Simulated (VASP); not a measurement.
# Ag (C2/c) in VASP: further runs

Ag is run at these levels: RPBE; tasks: single point.

Everything below comes from runs of VASP 6.6.1. Logs are shortened: lines on timing, memory, paths and dates and some standing lists are left out, and cuts for length are marked.

## 1. The cell of the first run

Symmetry: C2/c, No. 15, monoclinic system. The conventional cell has a = 2.963 Å, b = 5.129 Å, c = 4.922 Å, α = 90.00°, β = 90.29°, γ = 90.00°. Within 3.9 Å of Ag (site symmetry 2) lie 12 Ag at 2.96 to 3.00 Å.

This isn't the form of Ag at room conditions, which is fcc.

## 2. Single point, RPBE (18.70 Å³/atom)

File INCAR:

```
SYSTEM = Ag
PREC     = Accurate       ! precision mode
ENCUT    = 520            ! plane-wave cutoff, eV
EDIFF    = 1E-7           ! SCF threshold, eV
ISMEAR   = -1             ! smearing method
SIGMA    = 0.1            ! smearing width, eV
LREAL    = .FALSE.        ! projectors in reciprocal space
LASPH    = .TRUE.         ! aspherical terms in the spheres
NELM     = 60             ! most SCF steps
ALGO     = Normal         ! electronic algorithm
ISIF     = 2              ! what is computed and relaxed
LWAVE    = .FALSE.        ! write WAVECAR
LCHARG   = .FALSE.        ! write CHGCAR
GGA      = RP             ! functional
NBANDS   = 18             ! bands
```

File KPOINTS:

```
Automatic mesh
0
G
  15 15 7
  0 0 0
```

File POSCAR:

```
Ag
1.0
   -1.9910632916      1.6359621967      1.4599677215
    1.6359621967     -1.9910632916      1.4599677215
    3.7880088064      3.7880088064     -2.1103360273
Ag
2
Direct
    0.9584642243      0.0415357757      0.0000000000
    0.7915357757      0.2084642243      0.5000000000
```

Potentials or basis: VASP PAW PBE potentials, release 64 (Ag).

Command:

```
> cat potpaw_PBE.64/Ag/POTCAR > POTCAR
> mpirun -np 1 vasp_std > vasp.out
```

OUTCAR:

```text
SYSTEM = Ag
   PREC = Accurate
   ENCUT = 520
   EDIFF = 1E-7
   ISMEAR = -1
   LREAL = .FALSE.
   LASPH = .TRUE.
   NELM = 60
   ISIF = 2
   GGA = RP

 ion  position               nearest neighbor table
   1  0.958  0.042  0.000-   2 2.99   2 2.99   2 3.00   2 3.00   2 3.00   2 3.00
   2  0.792  0.208  0.500-   1 2.99   1 2.99   1 3.00   1 3.00   1 3.00   1 3.00

  Warning from LATTYP: Got some problem with cell dimensions!
  Tried to take original basis but could not verify dimensions!
  LATTYP: Found a base centered monoclinic cell.
 ALAT       =     2.9628055229
 B/A-ratio  =     1.7312606572
 C/A-ratio  =     1.6612316578
 COS(beta)  =    -0.0050800464

  Lattice vectors:

 A1 = (  -1.9910632916,   1.6359621967,   1.4599677215)
 A2 = (   1.6359621967,  -1.9910632916,   1.4599677215)
 A3 = (   3.4329077115,   3.4329077115,   0.8095994157)

Analysis of symmetry for initial positions (statically):
=====================================================================
 Subroutine PRICEL returns:
 Original cell was already a primitive cell.

 Routine SETGRP: Setting up the symmetry group for a
 base centered monoclinic supercell.

 Subroutine GETGRP returns: Found  4 space group operations
 (whereof  2 operations were pure point group operations)
 out of a pool of  4 trial point group operations.

The static configuration has the point symmetry C_2 .
 The point group associated with its full space group is C_2h.

Analysis of symmetry for dynamics (positions and initial velocities):
=====================================================================
 Subroutine PRICEL returns:
 Original cell was already a primitive cell.

 Routine SETGRP: Setting up the symmetry group for a
 base centered monoclinic supercell.

 Subroutine GETGRP returns: Found  4 space group operations
 (whereof  2 operations were pure point group operations)
 out of a pool of  4 trial point group operations.

The dynamic configuration has the point symmetry C_2 .
 The point group associated with its full space group is C_2h.

 Subroutine INISYM returns: Found  4 space group operations
 (whereof  2 operations are pure point group operations),
 and found     1 'primitive' translations

----------------------------------------------------------------------------------------

                                     Primitive cell

  volume of cell :      37.3996
[... 79 lines left out ...]
 SYSTEM =  Ag
   PREC   = accura    normal or accurate (medium, high low for compatibility)
   ISTART =      0    job   : 0-new  1-cont  2-samecut
   ICHARG =      2    charge: 1-file 2-atom 10-const
   ISPIN  =      1    spin polarized calculation?
   LNONCOLLINEAR =      F non collinear calculations
   LSORBIT =      F    spin-orbit coupling
   LASPH  =      T    aspherical Exc in radial PAW
   ENCUT  =  520.0 eV  38.22 Ry    6.18 a.u.   5.51  5.51 10.71*2*pi/ulx,y,z
   NELM   =     60;   NELMIN=  2; NELMDL= -5     # of ELM steps
   EDIFF  = 0.1E-06   stopping-criterion for ELM
   LREAL  =      F    real-space projection
   EDIFFG = 0.1E-05   stopping-criterion for IOM
   NSW    =      0    number of steps for IOM
   IBRION =     -1    ionic relax: 0-MD 1-quasi-New 2-CG
   NFREE  =      0    steps in history (QN), initial steepest desc. (CG)
   ISIF   =      2    stress and relaxation
   ISYM   =      2    0-nonsym 1-usesym 2-fastsym
   POTIM  = 0.5000    time-step for ionic-motion
   TEBEG  =    0.0;   TEEND  =   0.0 temperature during run
   PSTRESS=    0.0 pullay stress
   NELECT =      22.0000    total number of electrons
   NUPDOWN=      -1.0000    fix difference up-down
   EMIN   =  10.00;   EMAX   =-10.00  energy-range for DOS
   EFERMI =   0.00;   METHOD = LEGACY
   ISMEAR =    -1;   SIGMA  =   0.10  broadening in eV -4-tet -1-fermi 0-gaus
   EFERMI_NEDOS =   21; number of points for ismear=-14 and -15
   IALGO  =     38    algorithm
   IMIX   =      4    mixing-type and parameters
     AMIX     =   0.40;   BMIX     =  1.00
     AMIX_MAG =   1.60;   BMIX_MAG =  1.00
  volume/ion in A,a.u.               =      18.70       126.19
  Fermi-wavevector in a.u.,A,eV,Ry     =   1.371703  2.592144 25.600318  1.881570
  Thomas-Fermi vector in A             =   2.497376
   LORBIT       =      0    0 simple, 1 ext, 2 COOP (PROOUT), +10 PAW based schemes
   GGA     = RP    functional components
   LHFCALC =     F    Hartree Fock is set to
   AEXX    =    0.0000 exact exchange contribution
   IVDW    =     0    specifies the selected vdW correction
   LEPSILON=     F    determine dielectric tensor
   LRPA    =     F    only Hartree local field effects (RPA)
 non-spin polarized calculation
  energy-cutoff  :      520.00
  volume of cell :       37.40
 maximum number of plane-waves:      1036
 NGX is ok and might be reduce to    24
   NGX = 11   NGY = 11   NGZ = 21

 number of electron      21.9999997 magnetization

 Free energy of the ion-electron system (eV)
  ---------------------------------------------------
  ext. energy  EPLUGINS =         0.00000000
  ---------------------------------------------------
  free energy    TOTEN  =        -4.40424613 eV

  energy without entropy =       -4.38675296  energy(sigma->0) =       -4.39549955

 E-fermi :   7.4347     XC(G=0): -11.5251

 val. band max:        7.4308902462   @ k =  -0.0667   0.0667   0.0000
 cond. band min:       7.4367498933   @ k =  -0.4667  -0.0000   0.1429
 fundamental gap:      0.0058596472
 Fermi energy:         7.4346885771

 k-point     1 :       0.0000    0.0000    0.0000
  band No.  band energies     occupation
      1       0.2781      2.00000
      2       1.4842      2.00000
      3       2.7794      2.00000
      4       2.9131      2.00000
      5       2.9162      2.00000
      6       3.0991      2.00000
[... 481 lines left out ...]
      5       2.7809      2.00000
      6       3.0986      2.00000
[... 10 lines left out ...]
     17      20.3713      0.00000
     18      21.9745      0.00000

 [... further k-points ...]
[... 5 lines left out ...]
  --------------------------------------------------------------------------------------
  -------------------------------------------------------------------------------------
  Total       -0.0158960     -0.0158960      0.0155532     -0.0105500     -0.0025432     -0.0025433
  in kB       -0.6809749     -0.6809749      0.6662911     -0.4519548     -0.1089513     -0.1089521
  external PRESSURE =      -0.2318862 kB  Pullay stress =       0.0000000 kB

 VOLUME and BASIS-vectors are now :
 -----------------------------------------------------------------------------
  energy-cutoff  :      520.00
  volume of cell :       37.40
      direct lattice vectors                 reciprocal lattice vectors
    -1.991063292  1.635962197  1.459967721    -0.035523359  0.240184657  0.367362728
     1.635962197 -1.991063292  1.459967721     0.240184657 -0.035523359  0.367362728
     3.788008806  3.788008806 -2.110336027     0.141588300  0.141588300  0.034437857

 POSITION                                       TOTAL-FORCE (eV/Angst)
 -----------------------------------------------------------------------------------
     -1.84041      1.48531      1.45997        -0.001510      0.001510      0.000000
      0.65905      2.77386      0.40480         0.001510     -0.001510     -0.000000
 -----------------------------------------------------------------------------------
    total drift:                               -0.000000      0.000000     -0.000000

  FREE ENERGIE OF THE ION-ELECTRON SYSTEM (eV)
  ---------------------------------------------------
  free  energy   TOTEN  =        -4.4042461306 eV

  energy  without entropy=       -4.3867529631  energy(sigma->0) =       -4.39549955
```

It took 3.3 min on 1 thread of Intel Xeon Platinum 8259CL at 2.50GHz (Skylake/Cascade Lake), shared host; peak memory 0.35 GiB.

Results:

```yaml
Free_energy: -4.4042 eV
Pressure: 0.0 GPa
Band_gap_on_the_k_mesh: zero (bands 11 and 12 overlap by 7.21 eV)
```

Forces in eV/Å, atoms in the order of the input:
```
Ag  -0.002  0.002  0.000
Ag   0.002 -0.002  0.000
```

Stress tensor (GPa, compression positive):
```
-0.07 -0.05 -0.01
-0.05 -0.07 -0.01
-0.01 -0.01  0.07
```

Caveat: the PAW data sets were made with another functional, which shifts forces and pressure a little.

## 3. Single point, RPBE (19.45 Å³/atom)

This run uses another cell than the first one, of 19.45 Å³/atom.

File INCAR:

```
PREC = Accurate ; ENCUT = 520
EDIFF = 1E-7 ; ISMEAR = -1
SIGMA = 0.1 ; LREAL = False
LASPH = True ; NELM = 60
ALGO = Normal ; ISIF = 2
LWAVE = False ; LCHARG = True
GGA = RP ; LELF = True
LVHAR = True ; NBANDS = 18
```

File KPOINTS:

```
Automatic mesh
0
Gamma
  15 15 7
```

File POSCAR:

```
Ag
1.0
   -2.0172644975      1.6574904838      1.4791800263
    1.6574904838     -2.0172644975      1.4791800263
    3.8378567439      3.8378567439     -2.1381067913
Ag
2
Direct
    0.9584642243      0.0415357757      0.0000000000
    0.7915357757      0.2084642243      0.5000000000
```

Potentials or basis: VASP PAW PBE potentials, release 64 (Ag).

Command:

```
> cat potpaw_PBE.64/Ag/POTCAR > POTCAR
> mpirun -np 1 vasp_std > vasp.out
```

It took 4.3 min on 1 thread of Intel Xeon Platinum 8259CL at 2.50GHz (Skylake/Cascade Lake), shared host; peak memory 0.36 GiB.

The run converged. Its results:

```yaml
Free_energy: -4.3922 eV
Pressure: -2.6 GPa
Band_gap_on_the_k_mesh: zero (bands 11 and 12 overlap by 7.09 eV)
```

Stress tensor (GPa, compression positive):
```
-2.60 -0.02 -0.01
-0.02 -2.60 -0.01
-0.01 -0.01 -2.51
```

Levels at points of the mesh, in eV from the Fermi level:
| k point | band 8 | band 9 | band 10 | band 11 | band 12 | band 13 | band 14 | band 15 |
| --- | --- | --- | --- | --- | --- | --- | --- | --- |
| (0.00, 0.00, 0.00) | -3.89 | -3.89 | -3.14 | -3.14 | -0.21 | 2.66 | 15.27 | 16.58 |

Caveat: the PAW data sets were made with another functional, which shifts forces and pressure a little.

## 4. Single point, RPBE (20.20 Å³/atom)

This run uses another cell than the first one, of 20.20 Å³/atom.

File INCAR:

```
SYSTEM = Ag
ALGO = Normal ; EDIFF = 1E-6
ENCUT = 520 ; GGA = RP
ISIF = 2 ; ISMEAR = -1
LASPH = .True. ; LCHARG = .True.
LELF = .True. ; LREAL = .False.
LVHAR = .True. ; LWAVE = .False.
NBANDS = 18 ; NELM = 100
PREC = Accurate ; SIGMA = 0.1
```

File KPOINTS:

```
k-points
0
Gamma
  15 15 7
  0 0 0
```

File POSCAR:

```
Ag
1.0
   -2.0428022022      1.6784736036      1.4979058120
    1.6784736036     -2.0428022022      1.4979058120
    3.8864423668      3.8864423668     -2.1651743077
Ag
2
Direct
    0.9584642243      0.0415357757      0.0000000000
    0.7915357757      0.2084642243      0.5000000000
```

Command:

```
> cat potpaw_PBE.64/Ag/POTCAR > POTCAR
> mpirun -np 1 vasp_std > vasp.out
```

Run time: 3.7 min. Hardware: 1 thread of Intel Xeon Platinum 8259CL at 2.50GHz (Skylake/Cascade Lake), shared host; peak memory 0.37 GiB.

Results (log left out):

- Free energy: -4.3594 eV
- Pressure: -4.5 GPa
- Band gap on the k mesh: zero (bands 11 and 12 overlap by 6.98 eV)

Forces on the atoms (eV/Å):
```
Ag  -0.001  0.001  0.000
Ag   0.001 -0.001  0.000
```

Levels at points of the mesh, in eV from the Fermi level:
```
           k point  band 8  band 9  band 10  band 11  band 12  band 13  band 14  band 15
(0.00, 0.00, 0.00)   -3.83   -3.82    -3.12    -3.12    -0.12     2.50    15.14    16.38
```

Caveat: the cell stands under tension; the PAW data sets were made with another functional, which shifts forces and pressure a little.

## 5. Overview

| cell | gap on the mesh (eV) | pressure (GPa) |
| --- | --- | --- |
| a = 2.962, b = 2.962, c = 5.758 Å, angles 105.0, 105.0, 120.0°, 2 atoms | none | 0.0 |
| a = 3.001, b = 3.001, c = 5.834 Å, angles 105.0, 105.0, 120.0°, 2 atoms | none | -2.6 |
| a = 3.039, b = 3.039, c = 5.907 Å, angles 105.0, 105.0, 120.0°, 2 atoms | none | -4.5 |

Alike in all rows: task single point; level RPBE; potentials or basis VASP PAW PBE potentials, release 64 (Ag); no spin polarisation; k mesh 15 × 15 × 7; cutoff (eV) 520; smearing fermi-dirac 0.1 eV.

Caveats: the PAW data sets were made with another functional, which shifts forces and pressure a little; the cell stands under tension (at least some runs).

Absolute energies hang on the potentials; compare differences alone.
